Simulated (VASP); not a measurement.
# P in VASP: a series of runs

The runs below take P through single point, with r2SCAN.

Program: VASP 6.6.1. These are calculated values, not measurements. Logs are shortened: lines on timing, memory, paths and dates and some standing lists are left out, and cuts for length are marked.

## (1) The cell of the first run

The cell holds a slab with vacuum, 4 atoms: a = 3.241 Å, b = 34.336 Å, c = 4.678 Å, α = 90.00°, β = 90.00°, γ = 90.00°.

## (2) Single point, r2SCAN (biaxial strain in the a-b plane: -1.5 %)

Input file POSCAR:

```
P
1.0
    3.2411277633      0.0000000000      0.0000000000
    0.0000000000     34.3357215386      0.0000000000
    0.0000000000      0.0000000000      4.6778531836
P
4
Direct
    0.0000000000      0.9701265427      0.5914832093
    0.0000000000      0.0298734573      0.4085167907
    0.5000000000      0.0298734573      0.0914832093
    0.5000000000      0.9701265427      0.9085167907
```

Input file INCAR.step1:

```
ALGO     = Normal         # electronic algorithm
EDIFF    = 1E-4           # SCF threshold, eV
ENCUT    = 520            # plane-wave cutoff, eV
GGA      = PE             # functional
ISMEAR   = 0              # smearing method
LASPH    = T              # aspherical terms in the spheres
LCHARG   = F              # write CHGCAR
LREAL    = F              # projectors in reciprocal space
LWAVE    = T              # write WAVECAR
NBANDS   = 18             # bands
NELM     = 80             # most SCF steps
PREC     = Accurate       # precision mode
SIGMA    = 0.02           # smearing width, eV
```

Input file INCAR.step2:

```
ALGO     = Normal         # electronic algorithm
EDIFF    = 1E-6           # SCF threshold, eV
ENCUT    = 520            # plane-wave cutoff, eV
ISIF     = 2              # what is computed and relaxed
ISMEAR   = 0              # smearing method
ISTART   = 1            
LASPH    = T              # aspherical terms in the spheres
LCHARG   = T              # write CHGCAR
LELF     = T              # ELF
LMIXTAU  = T            
LREAL    = F              # projectors in reciprocal space
LVHAR    = T            
LWAVE    = F              # write WAVECAR
METAGGA  = R2SCAN         # meta-GGA
NBANDS   = 18             # bands
NELM     = 80             # most SCF steps
PREC     = Accurate       # precision mode
SIGMA    = 0.02           # smearing width, eV
```

Input file KPOINTS:

```
k-points
0
Gamma
  8 1 6
```

Potentials or basis: VASP PAW PBE potentials, release 64 (P).

Run with:

```sh
$ cat potpaw_PBE.64/P/POTCAR > POTCAR
$ cp INCAR.step1 INCAR
$ mpirun -np 1 vasp_std > vasp.out
$ cp INCAR.step2 INCAR
$ mpirun -np 1 vasp_std > vasp.out
```

OUTCAR:

```text
EDIFF = 1E-6
   ENCUT = 520
   ISIF = 2
   ISMEAR = 0
   ISTART = 1
   LASPH = T
   LREAL = F
   METAGGA = R2SCAN
   NELM = 80
   PREC = Accurate

 ion  position               nearest neighbor table
   1  0.000  0.970  0.591-   4 2.20   4 2.20   2 2.22
   2  0.000  0.030  0.409-   3 2.20   3 2.20   1 2.22
   3  0.500  0.030  0.091-   2 2.20   2 2.20   4 2.22
   4  0.500  0.970  0.909-   1 2.20   1 2.20   3 2.22

  LATTYP: Found a simple orthorhombic cell.
 ALAT       =     3.2411277633
 B/A-ratio  =     1.4432794772
 C/A-ratio  =    10.5937574962

  Lattice vectors:

 A1 = (  -3.2411277633,   0.0000000000,   0.0000000000)
 A2 = (   0.0000000000,   0.0000000000,   4.6778531836)
 A3 = (   0.0000000000,  34.3357215386,   0.0000000000)

Analysis of symmetry for initial positions (statically):
=====================================================================
 Subroutine PRICEL returns:
 Original cell was already a primitive cell.

 Routine SETGRP: Setting up the symmetry group for a
 simple orthorhombic supercell.

 Subroutine GETGRP returns: Found  8 space group operations
 (whereof  4 operations were pure point group operations)
 out of a pool of  8 trial point group operations.

The static configuration has the point symmetry C_2h.
 The point group associated with its full space group is D_2h.

Analysis of symmetry for dynamics (positions and initial velocities):
=====================================================================
 Subroutine PRICEL returns:
 Original cell was already a primitive cell.

 Routine SETGRP: Setting up the symmetry group for a
 simple orthorhombic supercell.

 Subroutine GETGRP returns: Found  8 space group operations
 (whereof  4 operations were pure point group operations)
 out of a pool of  8 trial point group operations.

The dynamic configuration has the point symmetry C_2h.
 The point group associated with its full space group is D_2h.

 Subroutine INISYM returns: Found  8 space group operations
 (whereof  4 operations are pure point group operations),
 and found     1 'primitive' translations

----------------------------------------------------------------------------------------

                                     Primitive cell

  volume of cell :     520.5817

  direct lattice vectors                    reciprocal lattice vectors
     3.241127763  0.000000000  0.000000000     0.308534582  0.000000000  0.000000000
     0.000000000 34.335721539  0.000000000     0.000000000  0.029124188  0.000000000
     0.000000000  0.000000000  4.677853184     0.000000000  0.000000000  0.213773276

  length of vectors
     3.241127763 34.335721539  4.677853184     0.308534582  0.029124188  0.213773276

  position of ions in fractional coordinates (direct lattice)
     0.000000000  0.970126543  0.591483209
     0.000000000  0.029873457  0.408516791
     0.500000000  0.029873457  0.091483209
     0.500000000  0.970126543  0.908516791

  ion indices of the primitive-cell ions
   primitive index   ion index
                 1           1
                 2           2
                 3           3
                 4           4

----------------------------------------------------------------------------------------

 KPOINTS: k-points

Automatic generation of k-mesh.
 Grid dimensions read from file:
 generate k-points for:    8    1    6

 Generating k-lattice:

  Cartesian coordinates                     Fractional coordinates (reciprocal lattice)
     0.038566823  0.000000000  0.000000000     0.125000000  0.000000000  0.000000000
     0.000000000  0.029124188  0.000000000     0.000000000  1.000000000  0.000000000
     0.000000000  0.000000000  0.035628879     0.000000000  0.000000000  0.166666667

  Length of vectors
     0.038566823  0.029124188  0.035628879

  Shift w.r.t. Gamma in fractional coordinates (k-lattice)
     0.000000000  0.000000000  0.000000000

 Subroutine IBZKPT returns following result:
 ===========================================

 Found     20 irreducible k-points:

 Following reciprocal coordinates:
            Coordinates               Weight
  0.000000  0.000000  0.000000      1.000000
  0.125000  0.000000  0.000000      2.000000
  0.250000  0.000000  0.000000      2.000000
  0.375000  0.000000  0.000000      2.000000
  0.500000  0.000000  0.000000      1.000000
  0.000000  0.000000  0.166667      2.000000
[... 12 lines left out ...]
  0.375000  0.000000  0.500000      2.000000
  0.500000  0.000000  0.500000      1.000000
   k-points           NKPTS =     20   k-points in BZ     NKDIM =     20   number of bands    NBANDS=     18
   number of dos      NEDOS =    301   number of ions     NIONS =      4
   total plane-waves  NPLWV = 221184
   dimension x,y,z NGX =    24 NGY =  256 NGZ =   36
   dimension x,y,z NGXF=    48 NGYF=  512 NGZF=   72
   ions per type =               4
   NGX,Y,Z   is equivalent  to a cutoff of  12.31, 12.39, 12.79 a.u.
   NGXF,Y,Z  is equivalent  to a cutoff of  24.62, 24.79, 25.59 a.u.
 SYSTEM =  unknown system
   PREC   = accura    normal or accurate (medium, high low for compatibility)
   ISTART =      1    job   : 0-new  1-cont  2-samecut
   ICHARG =      0    charge: 1-file 2-atom 10-const
   ISPIN  =      1    spin polarized calculation?
   LNONCOLLINEAR =      F non collinear calculations
   LSORBIT =      F    spin-orbit coupling
   LASPH  =      T    aspherical Exc in radial PAW
   ENCUT  =  520.0 eV  38.22 Ry    6.18 a.u.   6.03 63.84  8.70*2*pi/ulx,y,z
   NELM   =     80;   NELMIN=  2; NELMDL=  0     # of ELM steps
   EDIFF  = 0.1E-05   stopping-criterion for ELM
   LREAL  =      F    real-space projection
   EDIFFG = 0.1E-04   stopping-criterion for IOM
   NSW    =      0    number of steps for IOM
   IBRION =     -1    ionic relax: 0-MD 1-quasi-New 2-CG
   NFREE  =      0    steps in history (QN), initial steepest desc. (CG)
   ISIF   =      2    stress and relaxation
   ISYM   =      2    0-nonsym 1-usesym 2-fastsym
   POTIM  = 0.5000    time-step for ionic-motion
   TEBEG  =    0.0;   TEEND  =   0.0 temperature during run
   PSTRESS=    0.0 pullay stress
   NELECT =      20.0000    total number of electrons
   NUPDOWN=      -1.0000    fix difference up-down
   EMIN   =  10.00;   EMAX   =-10.00  energy-range for DOS
   EFERMI =   0.00;   METHOD = LEGACY
   ISMEAR =     0;   SIGMA  =   0.02  broadening in eV -4-tet -1-fermi 0-gaus
   EFERMI_NEDOS =   21; number of points for ismear=-14 and -15
   IALGO  =     38    algorithm
   IMIX   =      4    mixing-type and parameters
     AMIX     =   0.40;   BMIX     =  1.00
     AMIX_MAG =   1.60;   BMIX_MAG =  1.00
  volume/ion in A,a.u.               =     130.15       878.26
  Fermi-wavevector in a.u.,A,eV,Ry     =   0.552402  1.043888  4.151789  0.305148
  Thomas-Fermi vector in A             =   1.584826
   LORBIT       =      0    0 simple, 1 ext, 2 COOP (PROOUT), +10 PAW based schemes
   METAGGA = R2SCAN    functional components
   LHFCALC =     F    Hartree Fock is set to
   AEXX    =    0.0000 exact exchange contribution
   IVDW    =     0    specifies the selected vdW correction
   LEPSILON=     F    determine dielectric tensor
   LRPA    =     F    only Hartree local field effects (RPA)
 non-spin polarized calculation
 Gauss-broadening in eV      SIGMA  =   0.02
  energy-cutoff  :      520.00
  volume of cell :      520.58
 maximum number of plane-waves:     14096
   NGX = 13   NGY =127   NGZ = 17

 number of electron      19.9999996 magnetization

 Free energy of the ion-electron system (eV)
  ---------------------------------------------------
  ext. energy  EPLUGINS =         0.00000000
  ---------------------------------------------------
  free energy    TOTEN  =       -35.77496109 eV

  energy without entropy =      -35.77496109  energy(sigma->0) =      -35.77496109

 E-fermi :  -3.5104     XC(G=0):  -1.7487

 val. band max:       -3.6618220415   @ k =   0.0000   0.0000   0.0000
 cond. band min:      -2.4112753673   @ k =   0.0000   0.0000   0.0000
 fundamental gap:      1.2505466743
 Fermi energy:        -3.5103708458

 k-point     1 :       0.0000    0.0000    0.0000
  band No.  band energies     occupation
      1     -19.5866      2.00000
      2     -16.9093      2.00000
      3     -13.5206      2.00000
      4      -9.7321      2.00000
      5      -8.4856      2.00000
      6      -8.4561      2.00000
[... 10 lines left out ...]
     17       1.7424      0.00000
     18       1.8824      0.00000

 k-point     2 :       0.1250    0.0000    0.0000
  band No.  band energies     occupation
      1     -19.3836      2.00000
      2     -16.6962      2.00000
      3     -13.5721      2.00000
      4      -9.5865      2.00000
      5      -8.5860      2.00000
      6      -8.3085      2.00000
[... 10 lines left out ...]
     17       1.9649      0.00000
     18       2.0141      0.00000

 k-point     3 :       0.2500    0.0000    0.0000
  band No.  band energies     occupation
      1     -18.7816      2.00000
      2     -16.0598      2.00000
      3     -13.9822      2.00000
      4      -9.8242      2.00000
      5      -9.3964      2.00000
      6      -9.2056      2.00000
[... 10 lines left out ...]
     17       2.4044      0.00000
     18       2.6298      0.00000

 k-point     4 :       0.3750    0.0000    0.0000
  band No.  band energies     occupation
      1     -17.8055      2.00000
      2     -15.0963      2.00000
      3     -15.0096      2.00000
      4     -11.7796      2.00000
      5      -9.5970      2.00000
      6      -8.8643      2.00000
[... 291 lines left out ...]
      4     -12.3906      2.00000
      5      -9.3279      2.00000
      6      -9.3279      2.00000
[... 10 lines left out ...]
     17       3.4528      0.00000
     18       3.4528      0.00000

 k-point    19 :       0.3750    0.0000    0.5000
  band No.  band energies     occupation
      1     -16.8052      2.00000
      2     -16.8052      2.00000
      3     -13.2254      2.00000
      4     -13.2254      2.00000
      5      -9.5873      2.00000
      6      -9.5873      2.00000
[... 10 lines left out ...]
     17       3.5054      0.00000
     18       3.5054      0.00000

 k-point    20 :       0.5000    0.0000    0.5000
  band No.  band energies     occupation
      1     -16.1695      2.00000
      2     -16.1695      2.00000
      3     -14.0232      2.00000
      4     -14.0232      2.00000
      5      -8.9518      2.00000
      6      -8.9518      2.00000
[... 10 lines left out ...]
     17       3.4462      0.00000
     18       3.4462      0.00000

------------------------ aborting loop because EDIFF is reached ----------------------------------------

  FORCE on cell =-STRESS in cart. coord.  units (eV):
  Direction    XX          YY          ZZ          XY          YZ          ZX
  --------------------------------------------------------------------------------------
  -------------------------------------------------------------------------------------
  Total        1.2180280      0.7372105     -0.4087863      0.0000000      0.0000000      0.0000000
  in kB        3.7486850      2.2688887     -1.2581081      0.0000000      0.0000000      0.0000000
  external PRESSURE =       1.5864885 kB  Pullay stress =       0.0000000 kB

 VOLUME and BASIS-vectors are now :
 -----------------------------------------------------------------------------
  energy-cutoff  :      520.00
  volume of cell :      520.58
      direct lattice vectors                 reciprocal lattice vectors
     3.241127763  0.000000000  0.000000000     0.308534582  0.000000000  0.000000000
     0.000000000 34.335721539  0.000000000     0.000000000  0.029124188  0.000000000
     0.000000000  0.000000000  4.677853184     0.000000000  0.000000000  0.213773276

 POSITION                                       TOTAL-FORCE (eV/Angst)
 -----------------------------------------------------------------------------------
      0.00000     33.30999      2.76687        -0.000000     -0.184259      0.206846
      0.00000      1.02573      1.91098        -0.000000      0.184259     -0.206846
      1.62056      1.02573      0.42795         0.000000      0.184259      0.206846
      1.62056     33.30999      4.24991        -0.000000     -0.184259     -0.206846
 -----------------------------------------------------------------------------------
    total drift:                                0.000000      0.000000      0.000000

  FREE ENERGIE OF THE ION-ELECTRON SYSTEM (eV)
  ---------------------------------------------------
  free  energy   TOTEN  =       -35.7749610852 eV

  energy  without entropy=      -35.7749610852  energy(sigma->0) =      -35.77496109
```

It took 15 min on 1 thread of Intel Xeon Platinum 8488C (Sapphire Rapids), shared host; peak memory 0.62 GiB.

What came out:

```yaml
Free_energy: -35.7750 eV
Largest_force: 0.277 eV/Å
Band_gap_on_the_k_mesh: 1.25 eV
```

Forces on the atoms (eV/Å):
```
P    0.000 -0.184  0.207
P    0.000  0.184 -0.207
P    0.000  0.184  0.207
P    0.000 -0.184 -0.207
```

Levels at points of the mesh, in eV from the valence-band top:
```csv
k point,band 7,band 8,band 9,band 10,band 11,band 12,band 13,band 14
"(0.00, 0.00, 0.00)",-3.41,-1.70,-1.68,0.00,1.25,2.14,3.28,3.59
"(0.50, 0.00, 0.00)",-2.88,-2.88,-1.95,-1.95,1.46,1.46,2.52,2.52
"(0.00, 0.00, 0.50)",-2.58,-2.58,-1.53,-1.53,2.69,2.69,4.18,4.18
"(0.50, 0.00, 0.50)",-4.65,-4.65,-1.03,-1.03,2.75,2.75,3.89,3.89
```

Caveat: the cell differs from its parent crystal (biaxial strain in the a-b plane: -1.5 %); there is no dipole correction, which matters where the two faces differ; the PAW data sets were made with another functional, which shifts forces and pressure a little.

## (3) Single point, r2SCAN

This run uses another cell than the first one.

Input file POSCAR:

```
P
1.0
    3.2904850389      0.0000000000      0.0000000000
    0.0000000000     34.8586005468      0.0000000000
    0.0000000000      0.0000000000      4.6361280313
P
4
Direct
    0.0000000000      0.9701265427      0.5914832093
    0.0000000000      0.0298734573      0.4085167907
    0.5000000000      0.0298734573      0.0914832093
    0.5000000000      0.9701265427      0.9085167907
```

Input file INCAR.step1:

```
SYSTEM = P
  ALGO = Normal
  EDIFF = 1E-4
  ENCUT = 520
  GGA = PE
  ISMEAR = 0
  LASPH = .True.
  LCHARG = .False.
  LREAL = .False.
  LWAVE = .True.
  NBANDS = 18
  NELM = 60
  PREC = Accurate
  SIGMA = 0.02
```

Input file INCAR.step2:

```
SYSTEM = P
  ALGO = Normal
  EDIFF = 1E-7
  ENCUT = 520
  ISIF = 2
  ISMEAR = 0
  ISTART = 1
  LASPH = .True.
  LCHARG = .False.
  LMIXTAU = .True.
  LREAL = .False.
  LWAVE = .False.
  METAGGA = R2SCAN
  NBANDS = 18
  NELM = 60
  PREC = Accurate
  SIGMA = 0.02
```

Input file KPOINTS:

```
k-points
0
Gamma
  8 1 6
  0 0 0
```

Potentials or basis: VASP PAW PBE potentials, release 64 (P).

Run with:

```sh
$ cat potpaw_PBE.64/P/POTCAR > POTCAR
$ cp INCAR.step1 INCAR
$ mpirun -np 1 vasp_std > vasp.out
$ cp INCAR.step2 INCAR
$ mpirun -np 1 vasp_std > vasp.out
```

Run time: 15 min. Hardware: 1 thread of Intel Xeon Platinum 8488C (Sapphire Rapids), shared host; peak memory 0.63 GiB.

Results (log left out):

```yaml
Free_energy: -35.7889 eV
Largest_force: 0.099 eV/Å
Band_gap_on_the_k_mesh: 1.12 eV
```

Forces in eV/Å, atoms in the order of the input:
```
P    0.000  0.060  0.079
P    0.000 -0.060 -0.079
P    0.000 -0.060  0.079
P    0.000  0.060 -0.079
```

Levels at points of the mesh, in eV from the valence-band top:
```
           k point  band 6  band 7  band 8  band 9  band 10  band 11  band 12  band 13  band 14  band 15
(0.00, 0.00, 0.00)   -4.72   -3.63   -1.98   -1.70     0.00     1.12     1.87     2.96     3.52     4.91
(0.50, 0.00, 0.00)   -5.32   -2.88   -2.88   -2.01    -2.01     1.47     1.47     2.50     2.50     4.12
(0.00, 0.00, 0.50)   -3.03   -2.81   -2.81   -1.43    -1.43     2.39     2.39     3.98     3.98     4.06
(0.50, 0.00, 0.50)   -5.26   -4.70   -4.70   -1.14    -1.14     2.62     2.62     4.07     4.07     5.66
```

Caveat: there is no dipole correction, which matters where the two faces differ; the PAW data sets were made with another functional, which shifts forces and pressure a little.
